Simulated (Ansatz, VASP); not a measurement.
# Two plane-wave programs on C

Contents of INCAR:

```
SYSTEM = C
PREC = Accurate ; ENCUT = 520
EDIFF = 1E-7 ; ISMEAR = 0
SIGMA = 0.05 ; LREAL = .FALSE.
LASPH = .TRUE. ; NELM = 80
ALGO = Normal ; ISIF = 2
LWAVE = .FALSE. ; LCHARG = .FALSE.
GGA = PE ; NBANDS = 31
```

Contents of KPOINTS:

```
regular mesh
0
G
  10 10 3
  0 0 0
```

File POSCAR:

```
C
1.0
   -2.5194924611      0.0000000000      0.0000000000
   -1.2597462306     -2.1819444760      0.0000000000
   -0.9446836983     -0.5454133875     10.3668212017
C
10
Direct
   -0.4850814127     -0.4850814127      0.8741755410
    0.5521513927      0.5521513927      0.7252244590
    0.0353344456      0.0353344456      0.1257456505
    0.6150355344      0.6150355344      0.4736543495
   -0.0019240225     -0.0019240225      0.2747993967
    0.6522940025      0.6522940025      0.3246006033
   -0.1642717297     -0.1642717297      0.9242768224
    0.2313417097      0.2313417097      0.6751231776
    0.3811877003      0.3811877003      0.0756592868
    0.2691822797      0.2691822797      0.5237407132
```

Input for Ansatz:

```yaml
crystal:
  lattice:
    - [-2.5194924611, 0.0, 0.0]
    - [-1.2597462306, -2.181944476, 0.0]
    - [-0.9446836983, -0.5454133875, 10.3668212017]
  atoms:
    - { symbol: C, position: [-0.4850814127, -0.4850814127, 0.874175541] }
    - { symbol: C, position: [0.5521513927, 0.5521513927, 0.725224459] }
    - { symbol: C, position: [0.0353344456, 0.0353344456, 0.1257456505] }
    - { symbol: C, position: [0.6150355344, 0.6150355344, 0.4736543495] }
    - { symbol: C, position: [-0.0019240225, -0.0019240225, 0.2747993967] }
    - { symbol: C, position: [0.6522940025, 0.6522940025, 0.3246006033] }
    - { symbol: C, position: [-0.1642717297, -0.1642717297, 0.9242768224] }
    - { symbol: C, position: [0.2313417097, 0.2313417097, 0.6751231776] }
    - { symbol: C, position: [0.3811877003, 0.3811877003, 0.0756592868] }
    - { symbol: C, position: [0.2691822797, 0.2691822797, 0.5237407132] }
basis:
  ecutwfc: 420
kpoints:
  mp_grid: { grid: [10, 10, 3] }
hamiltonian:
  xc: pbe
scf:
  occupations: { method: gaussian, width: 0.05 }
output:
  forces: true
  stress: true
  eigenvalues: true
```

Alike in both runs: task single point; functional PBE; k mesh 10 × 10 × 3; occupations gaussian, width 0.05 eV; no spin polarisation.

|  | VASP | Ansatz |
| --- | --- | --- |
| version | VASP 6.6.1 | Ansatz 0.2.0 |
| potentials or method | VASP PAW PBE potentials, release 64 (C), cutoff 520 eV | scalar-relativistic, plane waves, PAW |
| valence electrons in the cell | 40 | 40 |

```tsv
	VASP	Ansatz	Ansatz less VASP
gap on the k mesh at the Fermi level (eV)	none	none	-
pressure (GPa)	4.9	4.2	-0.64
traceless stress, the component that is largest in VASP (GPa)	19.12	19.22	+0.099
rms of the force components (eV/Å)	0.952	0.958	+0.0059
```

Atom by atom the forces differ by 0.006 eV/Å (rms over components). A gap of «none» marks a metal or a gap that the smearing closes. The functional is the same, so the differences come from potentials, cutoffs and numerics.
